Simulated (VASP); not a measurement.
Os, 2 atoms in the cell. Symmetry: P6_3/mmc, No. 194, hexagonal system. The conventional cell has a = 2.721 Å, b = 2.721 Å, c = 4.278 Å, α = 90.00°, β = 90.00°, γ = 120.00°. Within 3.5 Å of Os (site symmetry -6m2) lie 12 Os at 2.65 to 2.72 Å. 

- Program: VASP 6.6.1
- Task: single point
- Functional: BLYP
- Potentials or basis: VASP PAW PBE potentials, release 64 (Os_sv_GW)
- Cutoff: 560 eV
- k mesh: 21 × 21 × 12
- Occupations: fermi-dirac, width 0.1 eV
- Spin: no spin polarisation
- Dipole correction: no
- Further INCAR settings: ALGO = Normal; EDIFF = 1e-06; NBANDS = 23

Potentials or basis: VASP PAW PBE potentials, release 64 (Os_sv_GW).

The run is started by

```sh
$ cat potpaw_PBE.64/Os_sv_GW/POTCAR > POTCAR
$ mpirun -np 1 vasp_std > vasp.out
```

Hardware: 1 thread of AMD EPYC 9R45 96-Core Processor (Zen 5), on a shared host.

Question: Estimate the wall time of this run.

Answer: Run time: 100 s on 1 thread of AMD EPYC 9R45 96-Core Processor (Zen 5), on a shared host, peak memory 0.29 GiB. Counts: scf iterations 12, k points 336.
